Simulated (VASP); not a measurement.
Crystal: ZnCd2Se3.

```
CELL_PARAMETERS angstrom
6.52807 0.00000 0.00000
-3.26404 5.65348 0.00000
0.00000 0.00000 3.82710
ATOMIC_POSITIONS crystal
Zn 0.00000 0.00000 0.50000
Cd 0.66667 0.33333 0.50000
Cd 0.33333 0.66667 0.50000
Se 0.00000 0.50000 0.00000
Se 0.50000 0.50000 0.00000
Se 0.50000 0.00000 0.00000
```

The cell was built from a structure type or drawn by symmetry, and may not be a known phase.

* Program: VASP 6.6.1
* Task: relaxation of cell and atoms
* Functional: PBE
* Potentials or basis: VASP PAW PBE potentials, release 64 (Zn, Cd, Se)
* Cutoff: 600 eV
* k mesh: 3 × 3 × 4
* Occupations: gaussian, width 0.1 eV
* Spin: no spin polarisation

At the start: pressure 9.0 GPa; volume 23.54 Å³/atom.

Q: How do energy, volume and symmetry change on relaxing?

A: Over 4 steps the energy falls by 96.8 meV/atom and the volume is 27.28 Å³/atom (+15.9 %); space group P6/mmm (No. 191, to 0.1 Å) before and after.

The path:
```tsv
step	energy change (eV)	largest force (eV/Å)	pressure (GPa)	volume (Å³)
1	0.0000	0.0000	9.02	141.24
2	-0.5469	0.0000	-1.56	170.02
3	-0.5809	0.0000	0.04	163.22
4	-0.5810	0.0000	-0.08	163.68
```

Final structure:
```
Zn Cd Se
1.0
     6.79273    0.00000    0.00000
    -3.39637    5.88268    0.00000
     0.00000    0.00000    4.09627
Zn Cd Se
1 2 3
Direct
  0.00000 0.00000 0.50000
  0.66667 0.33333 0.50000
  0.33333 0.66667 0.50000
  0.00000 0.50000 0.00000
  0.50000 0.50000 0.00000
  0.50000 0.00000 0.00000
```

Caveat: the k points lie up to 0.38 Å⁻¹ apart in the final cell, too coarse for converged energies and pressures of a metal; the volume moved by over 15 % at a fixed basis, so the end points are rough.
